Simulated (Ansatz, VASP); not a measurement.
## Ni in VASP and in Ansatz

File INCAR:

```
SYSTEM = Ni
ALGO = Normal ; EDIFF = 1E-6
ENCUT = 520 ; ISIF = 2
ISMEAR = -1 ; ISPIN = 2
LASPH = .True. ; LCHARG = .False.
LMAXMIX = 4 ; LORBIT = 11
LREAL = .False. ; LWAVE = .False.
MAGMOM = 1.5 ; NBANDS = 15
NELM = 150 ; PREC = Accurate
SIGMA = 0.05
```

KPOINTS

```
k-points
0
Gamma
  20 20 20
  0 0 0
```

File POSCAR:

```
Ni
1.0
    0.0000000000      1.7530925749      1.7530925749
    1.7530925749      0.0000000000      1.7530925749
    1.7530925749      1.7530925749      0.0000000000
Ni
1
Direct
    0.0000000000      0.0000000000      0.0000000000
```

Input for Ansatz:

```yaml
crystal:
  lattice:
    - [0.0, 1.7530925749, 1.7530925749]
    - [1.7530925749, 0.0, 1.7530925749]
    - [1.7530925749, 1.7530925749, 0.0]
  atoms:
    - { symbol: Ni, position: [0.0, 0.0, 0.0], spin: 1.5 }
magnetization:
  spin_polarized: true
kpoints:
  mp_grid: { grid: [20, 20, 20] }
scf:
  occupations: { method: fermi_dirac, width: 0.05 }
hamiltonian:
  xc: lda
  pseudopotentials: { kind: all_electron, lapw: { basis_error: 0.00025 } }
output:
  forces: true
  stress: true
  eigenvalues: true
```

Change from the starting cell: volume scaled by 0.975.

Alike in both runs: task single point; functional LDA; k mesh 20 × 20 × 20; occupations fermi-dirac, width 0.05 eV; collinear spin.

|  | VASP | Ansatz |
| --- | --- | --- |
| version | VASP 6.6.1 | Ansatz 0.2.0 |
| potentials or method | VASP PAW LDA potentials, release 64 (Ni), cutoff 520 eV | all-electron LAPW, scalar-relativistic |

|  | VASP | Ansatz | Ansatz less VASP |
| --- | --- | --- | --- |
| pressure (GPa) | -15.0 | -15.3 | -0.30 |
| net moment per atom (μB) | 0.61 | 0.62 | +0.015 |
| size of the moment on the site where the two differ most (μB) | 0.61 | 0.64 | +0.029 |

LDA's correlation is that of Perdew and Zunger in VASP and of Perdew and Wang (1992) in Ansatz. Site moments also hang on the region over which each program counts them. Ansatz ran all-electron here, and VASP with PAW potentials.
